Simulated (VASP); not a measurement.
# Al5Cu3 (I4/mmm) in VASP: notebook

Al5Cu3 is run at these levels: PBE; tasks: single point, relaxation of cell and atoms.

All numbers are computed with VASP 6.6.1; they aren't measurements. Logs are shortened: lines on timing, memory, paths and dates and some standing lists are left out, and cuts for length are marked.

### Step 1. The cell of the first run

The structure is tetragonal, space group I4/mmm (No. 139). Conventional cell: a = 5.521 Å, b = 5.521 Å, c = 7.569 Å, α = 90.00°, β = 90.00°, γ = 90.00°. Within 3.6 Å of Al (site symmetry 2/m) lie 6 Al at 2.72 to 2.76 Å and 6 Cu at 2.72 Å. Al (site symmetry 4/mmm) has 8 Al at 2.72 Å and 4 Cu at 2.76 Å within 3.6 Å. Cu (site symmetry mmm) has 10 Al at 2.72 to 2.76 Å and 2 Cu at 2.76 Å within 3.6 Å. Within 3.6 Å of Cu (site symmetry 4/mmm) lie 8 Al at 2.72 Å and 4 Cu at 2.76 Å.

The cell was built from a structure type or drawn by symmetry, and may not be a known phase.

### Step 2. Single point, PBE

Contents of INCAR:

```
PREC = Accurate
ENCUT = 520
EDIFF = 1E-6
ISMEAR = 0
SIGMA = 0.1
LREAL = F
LASPH = T
NELM = 60
ALGO = Fast
ISIF = 2
LWAVE = F
LCHARG = F
GGA = PE
NBANDS = 34
```

Contents of KPOINTS:

```
Automatic mesh
0
Gamma
  8 8 8
```

Contents of POSCAR:

```
Al5Cu3
1.0
   -2.7607324694      2.7607324694      3.7844834634
    2.7607324694     -2.7607324694      3.7844834634
    2.7607324694      2.7607324694     -3.7844834634
Al Cu
5 3
Direct
    0.5000000000      0.5000000000      0.5000000000
    0.0000000000      0.0000000000      0.5000000000
    0.5000000000      0.0000000000      0.0000000000
    0.0000000000      0.5000000000      0.0000000000
    0.0000000000      0.0000000000      0.0000000000
    0.5000000000      0.0000000000      0.5000000000
    0.0000000000      0.5000000000      0.5000000000
    0.5000000000      0.5000000000      0.0000000000
```

Potentials or basis: VASP PAW PBE potentials, release 64 (Al, Cu).

Started as:

```sh
cat potpaw_PBE.64/Al/POTCAR potpaw_PBE.64/Cu/POTCAR > POTCAR
mpirun -np 1 vasp_std > vasp.out
```

OUTCAR:

```text
PREC = Accurate
   ENCUT = 520
   EDIFF = 1E-6
   ISMEAR = 0
   LREAL = F
   LASPH = T
   NELM = 60
   ISIF = 2
   GGA = PE

 ion  position               nearest neighbor table
   1  0.500  0.500  0.500-   5 2.72   6 2.72   7 2.72   8 2.72   8 2.72   6 2.72   7 2.72   5 2.72
                             3 2.76   3 2.76   4 2.76   4 2.76
   2  0.000  0.000  0.500-   5 2.72   6 2.72   7 2.72   8 2.72   5 2.72   7 2.72   6 2.72   8 2.72
                             4 2.76   3 2.76   3 2.76   4 2.76
   3  0.500  0.000  0.000-   5 2.72   6 2.72   7 2.72   8 2.72   6 2.72   8 2.72   5 2.72   7 2.72
                             1 2.76   1 2.76   2 2.76   2 2.76
   4  0.000  0.500  0.000-   5 2.72   6 2.72   7 2.72   8 2.72   7 2.72   5 2.72   8 2.72   6 2.72
                             2 2.76   1 2.76   1 2.76   2 2.76
   5  0.000  0.000  0.000-   1 2.72   2 2.72   3 2.72   4 2.72   2 2.72   4 2.72   3 2.72   1 2.72
                             7 2.76   6 2.76   6 2.76   7 2.76
   6  0.500  0.000  0.500-   1 2.72   2 2.72   3 2.72   4 2.72   3 2.72   1 2.72   2 2.72   4 2.72
                             8 2.76   5 2.76   5 2.76   8 2.76
   7  0.000  0.500  0.500-   1 2.72   2 2.72   3 2.72   4 2.72   4 2.72   2 2.72   1 2.72   3 2.72
                             5 2.76   5 2.76   8 2.76   8 2.76
   8  0.500  0.500  0.000-   1 2.72   2 2.72   3 2.72   4 2.72   1 2.72   3 2.72   4 2.72   2 2.72
                             6 2.76   6 2.76   7 2.76   7 2.76

  LATTYP: Found a body centered tetragonal cell.
 ALAT       =     5.5214649388
 C/A-ratio  =     1.3708258607

  Lattice vectors:

 A1 = (  -2.7607324694,   2.7607324694,   3.7844834634)
 A2 = (   2.7607324694,  -2.7607324694,   3.7844834634)
 A3 = (   2.7607324694,   2.7607324694,  -3.7844834634)

Analysis of symmetry for initial positions (statically):
=====================================================================
 Subroutine PRICEL returns:
 Original cell was already a primitive cell.

 Routine SETGRP: Setting up the symmetry group for a
 body centered tetragonal supercell.

 Subroutine GETGRP returns: Found 16 space group operations
 (whereof 16 operations were pure point group operations)
 out of a pool of 16 trial point group operations.

The static configuration has the point symmetry D_4h.

Analysis of symmetry for dynamics (positions and initial velocities):
=====================================================================
 Subroutine PRICEL returns:
 Original cell was already a primitive cell.

 Routine SETGRP: Setting up the symmetry group for a
 body centered tetragonal supercell.

 Subroutine GETGRP returns: Found 16 space group operations
 (whereof 16 operations were pure point group operations)
 out of a pool of 16 trial point group operations.

The dynamic configuration has the point symmetry D_4h.

 Subroutine INISYM returns: Found 16 space group operations
 (whereof 16 operations are pure point group operations),
 and found     1 'primitive' translations

----------------------------------------------------------------------------------------

                                     Primitive cell

  volume of cell :     115.3759

  direct lattice vectors                    reciprocal lattice vectors
    -2.760732469  2.760732469  3.784483463     0.000000000  0.181111356  0.132118426
     2.760732469 -2.760732469  3.784483463     0.181111356  0.000000000  0.132118426
     2.760732469  2.760732469 -3.784483463     0.181111356  0.181111356  0.000000000

  length of vectors
     5.437426102  5.437426102  5.437426102     0.224179842  0.224179842  0.256130135

  position of ions in fractional coordinates (direct lattice)
     0.500000000  0.500000000  0.500000000
     0.000000000  0.000000000  0.500000000
     0.500000000  0.000000000  0.000000000
     0.000000000  0.500000000  0.000000000
     0.000000000  0.000000000  0.000000000
     0.500000000  0.000000000  0.500000000
     0.000000000  0.500000000  0.500000000
     0.500000000  0.500000000  0.000000000

  ion indices of the primitive-cell ions
   primitive index   ion index
                 1           1
                 2           2
                 3           3
                 4           4
                 5           5
                 6           6
                 7           7
                 8           8

----------------------------------------------------------------------------------------

 KPOINTS: Automatic mesh

Automatic generation of k-mesh.
 Grid dimensions read from file:
 generate k-points for:    8    8    8

 Generating k-lattice:

  Cartesian coordinates                     Fractional coordinates (reciprocal lattice)
     0.000000000  0.022638919  0.016514803     0.125000000  0.000000000  0.000000000
     0.022638919  0.000000000  0.016514803     0.000000000  0.125000000  0.000000000
     0.022638919  0.022638919  0.000000000     0.000000000  0.000000000  0.125000000

  Length of vectors
     0.028022480  0.028022480  0.032016267

  Shift w.r.t. Gamma in fractional coordinates (k-lattice)
     0.000000000  0.000000000  0.000000000

 Subroutine IBZKPT returns following result:
 ===========================================

 Found     59 irreducible k-points:

 Following reciprocal coordinates:
            Coordinates               Weight
  0.000000  0.000000  0.000000      1.000000
  0.125000  0.000000  0.000000      8.000000
  0.250000  0.000000  0.000000      8.000000
  0.375000  0.000000  0.000000      8.000000
  0.500000  0.000000  0.000000      4.000000
  0.125000  0.125000  0.000000      8.000000
[... 16 lines left out ...]
  0.250000  0.125000  0.125000     16.000000
  0.375000  0.125000  0.125000      8.000000
 [... further k-points ...]
   k-points           NKPTS =     59   k-points in BZ     NKDIM =     59   number of bands    NBANDS=     34
   number of dos      NEDOS =    301   number of ions     NIONS =      8
   total plane-waves  NPLWV =  64000
   dimension x,y,z NGX =    40 NGY =   40 NGZ =   40
   dimension x,y,z NGXF=    80 NGYF=   80 NGZF=   80
   ions per type =               5   3
   NGX,Y,Z   is equivalent  to a cutoff of  12.23, 12.23, 12.23 a.u.
   NGXF,Y,Z  is equivalent  to a cutoff of  24.46, 24.46, 24.46 a.u.
 SYSTEM =  unknown system
   PREC   = accura    normal or accurate (medium, high low for compatibility)
   ISTART =      0    job   : 0-new  1-cont  2-samecut
   ICHARG =      2    charge: 1-file 2-atom 10-const
   ISPIN  =      1    spin polarized calculation?
   LNONCOLLINEAR =      F non collinear calculations
   LSORBIT =      F    spin-orbit coupling
   LASPH  =      T    aspherical Exc in radial PAW
   ENCUT  =  520.0 eV  38.22 Ry    6.18 a.u.  10.11 10.11 10.11*2*pi/ulx,y,z
   NELM   =     60;   NELMIN=  2; NELMDL= -5     # of ELM steps
   EDIFF  = 0.1E-05   stopping-criterion for ELM
   LREAL  =      F    real-space projection
   EDIFFG = 0.1E-04   stopping-criterion for IOM
   NSW    =      0    number of steps for IOM
   IBRION =     -1    ionic relax: 0-MD 1-quasi-New 2-CG
   NFREE  =      0    steps in history (QN), initial steepest desc. (CG)
   ISIF   =      2    stress and relaxation
   ISYM   =      2    0-nonsym 1-usesym 2-fastsym
   POTIM  = 0.5000    time-step for ionic-motion
   TEBEG  =    0.0;   TEEND  =   0.0 temperature during run
   PSTRESS=    0.0 pullay stress
   NELECT =      48.0000    total number of electrons
   NUPDOWN=      -1.0000    fix difference up-down
   EMIN   =  10.00;   EMAX   =-10.00  energy-range for DOS
   EFERMI =   0.00;   METHOD = LEGACY
   ISMEAR =     0;   SIGMA  =   0.10  broadening in eV -4-tet -1-fermi 0-gaus
   EFERMI_NEDOS =   21; number of points for ismear=-14 and -15
   IALGO  =     68    algorithm
   IMIX   =      4    mixing-type and parameters
     AMIX     =   0.40;   BMIX     =  1.00
     AMIX_MAG =   1.60;   BMIX_MAG =  1.00
  volume/ion in A,a.u.               =      14.42        97.32
  Fermi-wavevector in a.u.,A,eV,Ry     =   1.222128  2.309488 20.321631  1.493598
  Thomas-Fermi vector in A             =   2.357286
   LORBIT       =      0    0 simple, 1 ext, 2 COOP (PROOUT), +10 PAW based schemes
   GGA     = PE    functional components
   LHFCALC =     F    Hartree Fock is set to
   AEXX    =    0.0000 exact exchange contribution
   IVDW    =     0    specifies the selected vdW correction
   LEPSILON=     F    determine dielectric tensor
   LRPA    =     F    only Hartree local field effects (RPA)
 non-spin polarized calculation
 RMM-DIIS sequential band-by-band and
 Gauss-broadening in eV      SIGMA  =   0.10
  energy-cutoff  :      520.00
  volume of cell :      115.38
 maximum number of plane-waves:      3126
   NGX = 21   NGY = 21   NGZ = 21

 number of electron      47.9999984 magnetization

 Free energy of the ion-electron system (eV)
  ---------------------------------------------------
  ext. energy  EPLUGINS =         0.00000000
  ---------------------------------------------------
  free energy    TOTEN  =       -30.50087249 eV

  energy without entropy =      -30.48678675  energy(sigma->0) =      -30.49382962

 E-fermi :   8.2280     XC(G=0): -11.0557

 val. band max:        8.2090519505   @ k =  -0.3750   0.5000   0.3750
 cond. band min:       8.2479576753   @ k =  -0.1250  -0.2500   0.1250
 fundamental gap:      0.0389057247
 Fermi energy:         8.2279729547

 k-point     1 :       0.0000    0.0000    0.0000
  band No.  band energies     occupation
      1      -2.7526      2.00000
      2       2.7040      2.00000
      3       2.7040      2.00000
      4       3.4581      2.00000
      5       3.6114      2.00000
      6       3.6826      2.00000
[... 26 lines left out ...]
     33      15.4158      0.00000
     34      15.7817      0.00000

 k-point     2 :       0.1250    0.0000    0.0000
  band No.  band energies     occupation
      1      -2.6361      2.00000
      2       2.2260      2.00000
      3       2.7191      2.00000
      4       3.2290      2.00000
      5       3.5566      2.00000
      6       3.7615      2.00000
[... 806 lines left out ...]
 k-point    24 :       0.3750    0.1250    0.1250
  band No.  band energies     occupation
      1      -0.8215      2.00000
      2      -0.4337      2.00000
      3       1.4926      2.00000
      4       1.7746      2.00000
      5       3.6141      2.00000
      6       3.6707      2.00000
[... 26 lines left out ...]
     33      14.0775      0.00000
     34      14.3386      0.00000

 [... further k-points ...]

------------------------ aborting loop because EDIFF is reached ----------------------------------------

  FORCE on cell =-STRESS in cart. coord.  units (eV):
  Direction    XX          YY          ZZ          XY          YZ          ZX
  --------------------------------------------------------------------------------------
  -------------------------------------------------------------------------------------
  Total        0.0560480      0.0560480      0.1145280      0.0000000     -0.0000000      0.0000000
  in kB        0.7783155      0.7783155      1.5904030      0.0000000     -0.0000000      0.0000000
  external PRESSURE =       1.0490114 kB  Pullay stress =       0.0000000 kB

 VOLUME and BASIS-vectors are now :
 -----------------------------------------------------------------------------
  energy-cutoff  :      520.00
  volume of cell :      115.38
      direct lattice vectors                 reciprocal lattice vectors
    -2.760732469  2.760732469  3.784483463     0.000000000  0.181111356  0.132118426
     2.760732469 -2.760732469  3.784483463     0.181111356  0.000000000  0.132118426
     2.760732469  2.760732469 -3.784483463     0.181111356  0.181111356  0.000000000

 POSITION                                       TOTAL-FORCE (eV/Angst)
 -----------------------------------------------------------------------------------
      1.38037      1.38037      1.89224        -0.000000      0.000000      0.000000
      1.38037      1.38037     -1.89224        -0.000000      0.000000      0.000000
     -1.38037      1.38037      1.89224        -0.000000      0.000000      0.000000
      1.38037     -1.38037      1.89224        -0.000000      0.000000      0.000000
      0.00000      0.00000      0.00000        -0.000000      0.000000      0.000000
      0.00000      2.76073      0.00000        -0.000000     -0.000000     -0.000000
      2.76073      0.00000      0.00000         0.000000      0.000000     -0.000000
      0.00000      0.00000      3.78448         0.000000     -0.000000      0.000000
 -----------------------------------------------------------------------------------
    total drift:                               -0.000000     -0.000000      0.000000

  FREE ENERGIE OF THE ION-ELECTRON SYSTEM (eV)
  ---------------------------------------------------
  free  energy   TOTEN  =       -30.5008724882 eV

  energy  without entropy=      -30.4867867468  energy(sigma->0) =      -30.49382962
```

Run time: 3.2 min. Hardware: 1 thread of Intel Xeon 6975P-C (Granite Rapids), shared host; peak memory 0.35 GiB.

Results:

```
Free energy            : -30.5009 eV
Pressure               : 0.1 GPa
Band gap on the k mesh : zero (bands 24 and 25 overlap by 2.62 eV)
```

Stress tensor (GPa, compression positive):
```
0.08 0.00 0.00
0.00 0.08 0.00
0.00 0.00 0.16
```

### Step 3. Relaxation of cell and atoms, PBE

This run uses another cell than the first one, of 19.40 Å³/atom.

Contents of INCAR:

```
PREC = Accurate
ENCUT = 600
EDIFF = 1E-6
ISMEAR = 0
SIGMA = 0.2
LREAL = False
LASPH = True
NELM = 60
ALGO = Normal
ISIF = 3
LWAVE = False
LCHARG = False
GGA = PE
IBRION = 2
NSW = 36
EDIFFG = -0.08
```

Contents of KPOINTS:

```
regular mesh
0
Gamma
  4 4 4
```

Edit POSCAR of step 2 so:

```diff
@@ -2,5 +2,5 @@
 1.0
-   -2.7607324694      2.7607324694      3.7844834634
-    2.7607324694     -2.7607324694      3.7844834634
-    2.7607324694      2.7607324694     -3.7844834634
+   -3.1094808100      3.1094808100      4.0138942800
+    3.1094808100     -3.1094808100      4.0138942800
+    3.1094808100      3.1094808100     -4.0138942800
 Al Cu
```

Potentials or basis: VASP PAW PBE potentials, release 64 (Al, Cu).

Started as:

```sh
cat potpaw_PBE.64/Al/POTCAR potpaw_PBE.64/Cu/POTCAR > POTCAR
mpirun -np 1 vasp_std > vasp.out
```

It took 5.5 min on 1 thread of Intel Xeon 6975P-C (Granite Rapids), shared host; peak memory 0.35 GiB.

The run converged. Its results:

| Property | Result |
| --- | --- |
| Free energy | -30.7264 eV |
| Relaxed volume | 14.50 Å³/atom |
| Relaxed cell | a = 5.465 Å, b = 5.465 Å, c = 5.465 Å, α = 119.67°, β = 119.67°, γ = 90.57° |
| Space group after relaxing (to 0.1 Å) | I4/mmm (No. 139) |
| Energy gained by relaxing | 310.5 meV/atom |
| Ionic steps | 5 |
| Pressure after relaxing | 0.1 GPa |
| Band gap on the k mesh | zero (bands 24 and 25 overlap by 2.41 eV) |

Stress tensor (GPa, compression positive):
```
 0.42  0.00  0.00
 0.00  0.42  0.00
 0.00  0.00 -0.63
```

Step by step:
```tsv
step	energy change (eV)	largest force (eV/Å)	pressure (GPa)	volume (Å³)
1	0.0000	0.0000	-14.31	155.24
2	-2.3958	0.0000	-2.70	119.44
3	-2.4305	0.0000	0.24	116.01
4	-2.4692	0.0000	0.11	116.02
5	-2.4841	0.0000	0.07	115.98
```

Final structure:
```
Al Cu
1.0
    -2.74607    2.74607    3.84499
     2.74607   -2.74607    3.84499
     2.74607    2.74607   -3.84499
Al Cu
5 3
Direct
  0.50000 0.50000 0.50000
  0.00000 0.00000 0.50000
  0.50000 0.00000 0.00000
  0.00000 0.50000 0.00000
  0.00000 0.00000 0.00000
  0.50000 0.00000 0.50000
  0.00000 0.50000 0.50000
  0.50000 0.50000 0.00000
```

Levels at points of the mesh, in eV from the Fermi level:
```csv
k point,band 21,band 22,band 23,band 24,band 25,band 26,band 27,band 28
"(0.00, 0.00, 0.00)",-1.94,-1.94,-1.77,-1.45,-1.41,-1.41,-1.21,0.58
"(0.50, 0.00, 0.00)",-2.70,-2.58,-1.96,0.57,1.09,1.13,1.30,1.51
"(0.50, 0.50, 0.00)",-3.01,0.60,0.63,0.76,1.08,1.86,2.50,2.62
"(0.50, 0.50, 0.50)",-2.22,0.77,0.77,0.81,0.96,0.96,2.16,2.71
```

Caveat: the volume moved by over 15 % at a fixed basis, so the end points are rough.
